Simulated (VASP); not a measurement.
Here is a VASP 6.6.1 calculation.

INCAR

```
SYSTEM = AgCl
  ALGO = Normal
  EDIFF = 1E-6
  ENCUT = 630
  GGA = PE
  GGA_COMPAT = .False.
  ISIF = 2
  ISMEAR = -1
  LASPH = .True.
  LCHARG = .True.
  LELF = .True.
  LREAL = .False.
  LVHAR = .True.
  LWAVE = .False.
  NBANDS = 20
  NELM = 120
  PREC = Accurate
  SIGMA = 0.02
```

File KPOINTS:

```
k-points
0
Gamma
  8 8 8
  0 0 0
```

Contents of POSCAR:

```
AgCl
1.0
    3.3955880419      0.0614601436      0.0000000000
    0.0614601436      3.3955880419      0.0000000000
    0.0000000000      0.0000000000      3.3955880419
Ag Cl
1 1
Direct
    0.0000000000      0.0000000000      0.0000000000
    0.5000000000      0.5000000000      0.5000000000
```

Potentials or basis: VASP PAW PBE potentials, release 64 (Ag_sv_GW, Cl).

Command:

```bash
$ cat potpaw_PBE.64/Ag_sv_GW/POTCAR potpaw_PBE.64/Cl/POTCAR > POTCAR
$ mpirun -np 1 vasp_std > vasp.out
```

Q: Predict the band gap on the k mesh.

A: 0.47 eV (least direct gap 2.12 eV).

Q: Predict the pressure.

A: 1.5 GPa.

Stress tensor (GPa, compression positive):
```
1.53 0.39 0.00
0.39 1.53 0.00
0.00 0.00 1.53
```

Caveat: the cell differs from its parent crystal (shear xy strain +3.6%); the structure was generated, so it needn't be the stable form of AgCl; semilocal functionals underestimate gaps, and a narrow one can read as zero. A k mesh can miss the band edges.
